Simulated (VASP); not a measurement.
Set up this calculation in VASP 6.6.1, as the native input.

| Property | Result |
| --- | --- |
| Task | single point |
| Functional | LDA |
| Potentials or basis | VASP PAW LDA potentials, release 64 (Rb_sv) |
| Cutoff | 520 eV |
| k mesh | 8 × 8 × 8 |
| Occupations | fermi-dirac, width 0.1 eV |
| Spin | no spin polarisation |
| Dipole correction | no |
| Further INCAR settings | ALGO = Normal; EDIFF = 1e-06; NBANDS = 10 |

The structure of Rb lies in POSCAR:

```
Rb
1.0
    4.5089850766      0.0000000000      0.0000000000
    0.0000000000      4.5089850766      0.0000000000
    0.0000000000      0.0000000000      4.5089850766
Rb
1
Direct
    0.0000000000      0.0000000000      0.0000000000
```

This isn't the form of Rb at room conditions, which is bcc.

One way to write it, as run:

INCAR

```
PREC = Accurate
ENCUT = 520
EDIFF = 1E-6
ISMEAR = -1
SIGMA = 0.1
LREAL = False
LASPH = True
NELM = 100
ALGO = Normal
ISIF = 2
LWAVE = False
LCHARG = False
GGA = CA
NBANDS = 10
```

KPOINTS

```
regular mesh
0
Gamma
  8 8 8
```

Potentials or basis: VASP PAW LDA potentials, release 64 (Rb_sv).

The run is started by

```bash
$ cat potpaw_LDA.64/Rb_sv/POTCAR > POTCAR
$ mpirun -np 1 vasp_std > vasp.out
```

It gave:

| Property | Result |
| --- | --- |
| Pressure | -0.2 GPa |
| Band gap on the k mesh | zero (an odd number of electrons rules out a gap without spin polarisation) |

Wall time 12 s on 1 thread of Intel(R) Xeon(R) 6975P-C (Granite Rapids) (shared host), peak memory 0.17 GiB.
